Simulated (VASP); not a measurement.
## SiN: relaxation of cell and atoms with PBE

The system is SiN.

```
Si N
1.0
     0.00000    2.23345    2.23345
     2.23345    0.00000    2.23345
     2.23345    2.23345    0.00000
Si N
1 1
Cartesian
  0.0000 0.0000 0.0000
  2.2335 2.2335 2.2335
```

```json
{
 "Program": "VASP 6.6.1",
 "Task": "relaxation of cell and atoms",
 "Functional": "PBE",
 "Potentials or basis": "VASP PAW PBE potentials, release 64 (Si, N)",
 "Cutoff": "600 eV",
 "k mesh": "6 × 6 × 6",
 "Occupations": "gaussian, width 0.1 eV",
 "Spin": "no spin polarisation",
 "Dipole correction": "no",
 "Further INCAR settings": "ALGO = Normal; EDIFF = 1e-07; IBRION = 2; EDIFFG = -0.04; NSW = 90; ISIF = 3"
}
```

The relaxed volume is 9.69 Å³/atom, the relaxed cell is a = 3.015 Å, b = 3.015 Å, c = 3.015 Å, α = 60.00°, β = 60.00°, γ = 60.00° and the space group after relaxing (to 0.05 Å) is Fm-3m (No. 225). The energy gained by relaxing is 99.6 meV/atom and the ionic steps are 3. The pressure after relaxing is -0.1 GPa.

Step by step:
```csv
step,energy change (eV),largest force (eV/Å),pressure (GPa),volume (Å³)
1,0.0000,0.0000,-19.62,22.28
2,-0.1504,0.0000,13.78,18.17
3,-0.1992,0.0000,-0.15,19.38
```

Final structure:
```
CELL_PARAMETERS angstrom
0.00000 2.13210 2.13210
2.13210 0.00000 2.13210
2.13210 2.13210 0.00000
ATOMIC_POSITIONS crystal
Si 0.00000 0.00000 0.00000
N 0.50000 0.50000 0.50000
```

Levels at points of the mesh, in eV from the Fermi level:
```csv
k point,band 1,band 2,band 3,band 4,band 5,band 6,band 7,band 8
"(0.00, 0.00, 0.00)",-20.59,-4.07,-4.07,-4.07,-2.38,7.35,7.35,7.35
"(0.50, 0.00, 0.00)",-17.53,-12.52,-4.65,-4.65,0.23,3.08,3.08,4.23
"(0.50, 0.50, 0.00)",-16.68,-10.82,-6.79,-6.79,-4.63,1.61,7.47,8.54
```

Run time: 12 s on 1 thread of Intel(R) Xeon(R) Platinum 8488C (Sapphire Rapids), on a shared host, peak memory 0.15 GiB.

Caveat: the k points lie up to 0.43 Å⁻¹ apart in the final cell.
